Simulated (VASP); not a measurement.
# NaCl (Fm-3m) in VASP: single point with LDA

Aim: the single point of NaCl with LDA.

Program: VASP 6.6.1. These are calculated values, not measurements. Logs are shortened: lines on timing, memory, paths and dates and some standing lists are left out, and cuts for length are marked.

## 1. The cell of the first run

It takes space group Fm-3m (No. 225, cubic). Conventional cell: a = 5.620 Å, b = 5.620 Å, c = 5.620 Å, α = 90.00°, β = 90.00°, γ = 90.00°. Within 3.7 Å of Na (site symmetry m-3m) lie 6 Cl at 2.81 Å. Within 3.7 Å of Cl (site symmetry m-3m) lie 6 Na at 2.81 Å.

## 2. Single point, LDA

Input file INCAR:

```
PREC     = Accurate       # precision mode
ENCUT    = 520            # plane-wave cutoff, eV
EDIFF    = 1E-7           # SCF threshold, eV
ISMEAR   = 0              # smearing method
SIGMA    = 0.01           # smearing width, eV
LREAL    = False          # projectors in reciprocal space
LASPH    = True           # aspherical terms in the spheres
NELM     = 100            # most SCF steps
ALGO     = Normal         # electronic algorithm
ISIF     = 2              # what is computed and relaxed
LWAVE    = False          # write WAVECAR
LCHARG   = True           # write CHGCAR
GGA      = CA             # functional
LELF     = True           # ELF
LVHAR    = True         
NBANDS   = 14             # bands
```

Input file KPOINTS:

```
regular mesh
0
Gamma
  8 8 8
```

Input file POSCAR:

```
NaCl
1.0
    0.0000000000      2.8100000000      2.8100000000
    2.8100000000      0.0000000000      2.8100000000
    2.8100000000      2.8100000000      0.0000000000
Na Cl
1 1
Direct
    0.0000000000      0.0000000000      0.0000000000
    0.5000000000      0.5000000000      0.5000000000
```

Potentials or basis: VASP PAW LDA potentials, release 64 (Na_pv, Cl).

The run is started by

```sh
$ cat potpaw_LDA.64/Na_pv/POTCAR potpaw_LDA.64/Cl/POTCAR > POTCAR
$ mpirun -np 1 vasp_std > vasp.out
```

OUTCAR:

```text
PREC = Accurate
   ENCUT = 520
   EDIFF = 1E-7
   ISMEAR = 0
   LREAL = False
   LASPH = True
   NELM = 100
   ISIF = 2
   GGA = CA

 ion  position               nearest neighbor table
   1  0.000  0.000  0.000-
   2  0.500  0.500  0.500-

  LATTYP: Found a face centered cubic cell.
 ALAT       =     5.6200000000

  Lattice vectors:

 A1 = (   0.0000000000,   2.8100000000,   2.8100000000)
 A2 = (   2.8100000000,   0.0000000000,   2.8100000000)
 A3 = (   2.8100000000,   2.8100000000,   0.0000000000)

Analysis of symmetry for initial positions (statically):
=====================================================================
 Subroutine PRICEL returns:
 Original cell was already a primitive cell.

 Routine SETGRP: Setting up the symmetry group for a
 face centered cubic supercell.

 Subroutine GETGRP returns: Found 48 space group operations
 (whereof 48 operations were pure point group operations)
 out of a pool of 48 trial point group operations.

The static configuration has the point symmetry O_h .

Analysis of symmetry for dynamics (positions and initial velocities):
=====================================================================
 Subroutine PRICEL returns:
 Original cell was already a primitive cell.

 Routine SETGRP: Setting up the symmetry group for a
 face centered cubic supercell.

 Subroutine GETGRP returns: Found 48 space group operations
 (whereof 48 operations were pure point group operations)
 out of a pool of 48 trial point group operations.

The dynamic configuration has the point symmetry O_h .

 Subroutine INISYM returns: Found 48 space group operations
 (whereof 48 operations are pure point group operations),
 and found     1 'primitive' translations

----------------------------------------------------------------------------------------

                                     Primitive cell

  volume of cell :      44.3761

  direct lattice vectors                    reciprocal lattice vectors
     0.000000000  2.810000000  2.810000000    -0.177935943  0.177935943  0.177935943
     2.810000000  0.000000000  2.810000000     0.177935943 -0.177935943  0.177935943
     2.810000000  2.810000000  0.000000000     0.177935943  0.177935943 -0.177935943

  length of vectors
     3.973940110  3.973940110  3.973940110     0.308194094  0.308194094  0.308194094

  position of ions in fractional coordinates (direct lattice)
     0.000000000  0.000000000  0.000000000
     0.500000000  0.500000000  0.500000000

  ion indices of the primitive-cell ions
   primitive index   ion index
                 1           1
                 2           2

----------------------------------------------------------------------------------------

 KPOINTS: regular mesh

Automatic generation of k-mesh.
 Grid dimensions read from file:
 generate k-points for:    8    8    8

 Generating k-lattice:

  Cartesian coordinates                     Fractional coordinates (reciprocal lattice)
    -0.022241993  0.022241993  0.022241993     0.125000000  0.000000000  0.000000000
     0.022241993 -0.022241993  0.022241993     0.000000000  0.125000000  0.000000000
     0.022241993  0.022241993 -0.022241993     0.000000000  0.000000000  0.125000000

  Length of vectors
     0.038524262  0.038524262  0.038524262

  Shift w.r.t. Gamma in fractional coordinates (k-lattice)
     0.000000000  0.000000000  0.000000000

 Subroutine IBZKPT returns following result:
 ===========================================

 Found     29 irreducible k-points:

 Following reciprocal coordinates:
            Coordinates               Weight
  0.000000  0.000000  0.000000      1.000000
  0.125000  0.000000  0.000000      8.000000
  0.250000  0.000000  0.000000      8.000000
  0.375000  0.000000  0.000000      8.000000
  0.500000  0.000000  0.000000      4.000000
  0.125000  0.125000  0.000000      6.000000
[... 16 lines left out ...]
  0.500000  0.250000  0.125000     48.000000
 -0.375000  0.250000  0.125000     24.000000
 [... further k-points ...]
   k-points           NKPTS =     29   k-points in BZ     NKDIM =     29   number of bands    NBANDS=     14
   number of dos      NEDOS =    301   number of ions     NIONS =      2
   total plane-waves  NPLWV =  27000
   dimension x,y,z NGX =    30 NGY =   30 NGZ =   30
   dimension x,y,z NGXF=    60 NGYF=   60 NGZF=   60
   ions per type =               1   1
   NGX,Y,Z   is equivalent  to a cutoff of  12.55, 12.55, 12.55 a.u.
   NGXF,Y,Z  is equivalent  to a cutoff of  25.10, 25.10, 25.10 a.u.
 SYSTEM =  unknown system
   PREC   = accura    normal or accurate (medium, high low for compatibility)
   ISTART =      0    job   : 0-new  1-cont  2-samecut
   ICHARG =      2    charge: 1-file 2-atom 10-const
   ISPIN  =      1    spin polarized calculation?
   LNONCOLLINEAR =      F non collinear calculations
   LSORBIT =      F    spin-orbit coupling
   LASPH  =      T    aspherical Exc in radial PAW
   ENCUT  =  520.0 eV  38.22 Ry    6.18 a.u.   7.39  7.39  7.39*2*pi/ulx,y,z
   NELM   =    100;   NELMIN=  2; NELMDL= -5     # of ELM steps
   EDIFF  = 0.1E-06   stopping-criterion for ELM
   LREAL  =      F    real-space projection
   EDIFFG = 0.1E-05   stopping-criterion for IOM
   NSW    =      0    number of steps for IOM
   IBRION =     -1    ionic relax: 0-MD 1-quasi-New 2-CG
   NFREE  =      0    steps in history (QN), initial steepest desc. (CG)
   ISIF   =      2    stress and relaxation
   ISYM   =      2    0-nonsym 1-usesym 2-fastsym
   POTIM  = 0.5000    time-step for ionic-motion
   TEBEG  =    0.0;   TEEND  =   0.0 temperature during run
   PSTRESS=    0.0 pullay stress
   NELECT =      14.0000    total number of electrons
   NUPDOWN=      -1.0000    fix difference up-down
   EMIN   =  10.00;   EMAX   =-10.00  energy-range for DOS
   EFERMI =   0.00;   METHOD = LEGACY
   ISMEAR =     0;   SIGMA  =   0.01  broadening in eV -4-tet -1-fermi 0-gaus
   EFERMI_NEDOS =   21; number of points for ismear=-14 and -15
   IALGO  =     38    algorithm
   IMIX   =      4    mixing-type and parameters
     AMIX     =   0.40;   BMIX     =  1.00
     AMIX_MAG =   1.60;   BMIX_MAG =  1.00
  volume/ion in A,a.u.               =      22.19       149.73
  Fermi-wavevector in a.u.,A,eV,Ry     =   1.114469  2.106040 16.898985  1.242040
  Thomas-Fermi vector in A             =   2.251064
   LORBIT       =      0    0 simple, 1 ext, 2 COOP (PROOUT), +10 PAW based schemes
   GGA     = CA    functional components
   LHFCALC =     F    Hartree Fock is set to
   AEXX    =    0.0000 exact exchange contribution
   IVDW    =     0    specifies the selected vdW correction
   LEPSILON=     F    determine dielectric tensor
   LRPA    =     F    only Hartree local field effects (RPA)
 non-spin polarized calculation
 Gauss-broadening in eV      SIGMA  =   0.01
  energy-cutoff  :      520.00
  volume of cell :       44.38
 maximum number of plane-waves:      1243
 NGX is ok and might be reduce to    30
   NGX = 15   NGY = 15   NGZ = 15

 number of electron      14.0000005 magnetization

 Free energy of the ion-electron system (eV)
  ---------------------------------------------------
  ext. energy  EPLUGINS =         0.00000000
  ---------------------------------------------------
  free energy    TOTEN  =        -7.36311000 eV

  energy without entropy =       -7.36311000  energy(sigma->0) =       -7.36311000

 E-fermi :  -0.7818     XC(G=0):  -8.7670

 val. band max:       -0.8878629254   @ k =   0.0000   0.0000   0.0000
 cond. band min:       3.8506773736   @ k =   0.0000   0.0000   0.0000
 fundamental gap:      4.7385402989
 Fermi energy:        -0.7818082859

 k-point     1 :       0.0000    0.0000    0.0000
  band No.  band energies     occupation
      1     -21.6448      2.00000
      2     -21.6448      2.00000
      3     -21.6448      2.00000
      4     -13.4962      2.00000
      5      -0.8879      2.00000
      6      -0.8879      2.00000
      7      -0.8879      2.00000
      8       3.8507      0.00000
      9       9.9689      0.00000
     10       9.9689      0.00000
     11       9.9689      0.00000
     12      12.2124      0.00000
     13      12.2124      0.00000
     14      13.6010      0.00000

 k-point     2 :       0.1250    0.0000    0.0000
  band No.  band energies     occupation
      1     -21.6497      2.00000
      2     -21.6452      2.00000
      3     -21.6452      2.00000
      4     -13.4452      2.00000
      5      -1.2906      2.00000
      6      -0.9313      2.00000
      7      -0.9313      2.00000
      8       4.3697      0.00000
      9       9.3980      0.00000
     10      10.1646      0.00000
     11      10.1646      0.00000
     12      11.9226      0.00000
     13      11.9226      0.00000
     14      14.5391      0.00000

 k-point     3 :       0.2500    0.0000    0.0000
  band No.  band energies     occupation
      1     -21.6613      2.00000
      2     -21.6461      2.00000
      3     -21.6461      2.00000
      4     -13.3183      2.00000
      5      -2.0694      2.00000
      6      -1.0328      2.00000
      7      -1.0328      2.00000
      8       5.3588      0.00000
      9       8.8251      0.00000
     10      10.2496      0.00000
     11      10.2496      0.00000
     12      12.1283      0.00000
     13      12.1283      0.00000
     14      14.3572      0.00000
[... 324 lines left out ...]
 k-point    23 :       0.5000    0.2500    0.1250
  band No.  band energies     occupation
      1     -21.6686      2.00000
      2     -21.6534      2.00000
      3     -21.6488      2.00000
      4     -13.1366      2.00000
      5      -2.5303      2.00000
      6      -1.6219      2.00000
      7      -1.2704      2.00000
      8       6.9568      0.00000
      9       8.3875      0.00000
     10       8.7569      0.00000
     11      10.7614      0.00000
     12      12.6043      0.00000
     13      14.9109      0.00000
     14      15.5775      0.00000

 k-point    24 :      -0.3750    0.2500    0.1250
  band No.  band energies     occupation
      1     -21.6711      2.00000
      2     -21.6540      2.00000
      3     -21.6497      2.00000
      4     -13.0947      2.00000
      5      -2.6528      2.00000
      6      -1.7054      2.00000
      7      -1.3269      2.00000
      8       7.1091      0.00000
      9       8.3667      0.00000
     10       9.0803      0.00000
     11      10.5739      0.00000
     12      13.2063      0.00000
     13      14.4783      0.00000
     14      15.6935      0.00000

 [... further k-points ...]

------------------------ aborting loop because EDIFF is reached ----------------------------------------

  FORCE on cell =-STRESS in cart. coord.  units (eV):
  Direction    XX          YY          ZZ          XY          YZ          ZX
  --------------------------------------------------------------------------------------
  -------------------------------------------------------------------------------------
  Total       -0.6177068     -0.6177068     -0.6177068      0.0000000      0.0000000     -0.0000000
  in kB      -22.3020096    -22.3020096    -22.3020096      0.0000000      0.0000000     -0.0000000
  external PRESSURE =     -22.3020096 kB  Pullay stress =       0.0000000 kB

 VOLUME and BASIS-vectors are now :
 -----------------------------------------------------------------------------
  energy-cutoff  :      520.00
  volume of cell :       44.38
      direct lattice vectors                 reciprocal lattice vectors
     0.000000000  2.810000000  2.810000000    -0.177935943  0.177935943  0.177935943
     2.810000000  0.000000000  2.810000000     0.177935943 -0.177935943  0.177935943
     2.810000000  2.810000000  0.000000000     0.177935943  0.177935943 -0.177935943

 POSITION                                       TOTAL-FORCE (eV/Angst)
 -----------------------------------------------------------------------------------
      0.00000      0.00000      0.00000         0.000000     -0.000000     -0.000000
      2.81000      2.81000      2.81000        -0.000000      0.000000      0.000000
 -----------------------------------------------------------------------------------
    total drift:                               -0.000000      0.000000      0.000000

  FREE ENERGIE OF THE ION-ELECTRON SYSTEM (eV)
  ---------------------------------------------------
  free  energy   TOTEN  =        -7.3631099970 eV

  energy  without entropy=       -7.3631099970  energy(sigma->0) =       -7.36311000
```

Wall time 19 s (1 thread of Intel Xeon Platinum 8175M at 2.50GHz (Skylake/Cascade Lake), shared host); peak memory 0.14 GiB.

What came out:

```
Free energy            : -7.3631 eV
Pressure               : -2.2 GPa
Band gap on the k mesh : 4.74 eV
```

Expect the measured gap to be larger: semilocal functionals such as LDA lack the derivative discontinuity.
